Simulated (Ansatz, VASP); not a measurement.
**Two plane-wave programs on Ta**

Contents of INCAR:

```
  PREC = Accurate
  ENCUT = 520
  EDIFF = 1E-7
  ISMEAR = 0
  SIGMA = 0.05
  LREAL = False
  LASPH = True
  NELM = 80
  ALGO = Fast
  ISIF = 2
  LWAVE = False
  LCHARG = False
  GGA = PS
  NBANDS = 12
```

KPOINTS

```
regular mesh
0
Gamma
  22 22 22
```

Contents of POSCAR:

```
Ta
1.0
   -1.6673475978      1.6673475978      1.6673475978
    1.6673475978     -1.6673475978      1.6673475978
    1.6673475978      1.6673475978     -1.6673475978
Ta
1
Direct
    0.0000000000      0.0000000000      0.0000000000
```

Input for Ansatz:

```yaml
crystal:
  lattice:
    - [-1.6673475978, 1.6673475978, 1.6673475978]
    - [1.6673475978, -1.6673475978, 1.6673475978]
    - [1.6673475978, 1.6673475978, -1.6673475978]
  atoms:
    - { symbol: Ta, position: [0.0, 0.0, 0.0] }
scf:
  occupations: { method: gaussian, width: 0.05 }
output:
  forces: true
  stress: true
  eigenvalues: true
  write_density: true
  write_potential: true
  elf: true
  volumetric_format: npy
hamiltonian:
  xc: pbesol
basis:
  ecutwfc: 450
kpoints:
  mp_grid: { grid: [22, 22, 22] }
```

Alike in both runs: task single point; functional PBEsol; k mesh 22 × 22 × 22; occupations gaussian, width 0.05 eV; no spin polarisation.

|  | VASP | Ansatz |
| --- | --- | --- |
| version | VASP 6.6.1 | Ansatz 0.2.0 |
| potentials or method | VASP PAW PBE potentials, release 64 (Ta_pv), cutoff 520 eV | scalar-relativistic, plane waves, PAW |
| valence electrons in the cell | 11 | 13 |

|  | VASP | Ansatz | Ansatz less VASP |
| --- | --- | --- | --- |
| gap on the k mesh at the Fermi level (eV) | none | none | - |
| pressure (GPa) | -9.0 | -9.1 | -0.09 |

VASP's potentials were made for PBE, not for PBEsol. A gap of «none» marks a metal or a gap that the smearing closes. VASP's potentials hold 11 valence electrons a cell and Ansatz's 13, so a difference there can come from the potentials and not from the codes.

Spin-orbit coupling is off throughout.
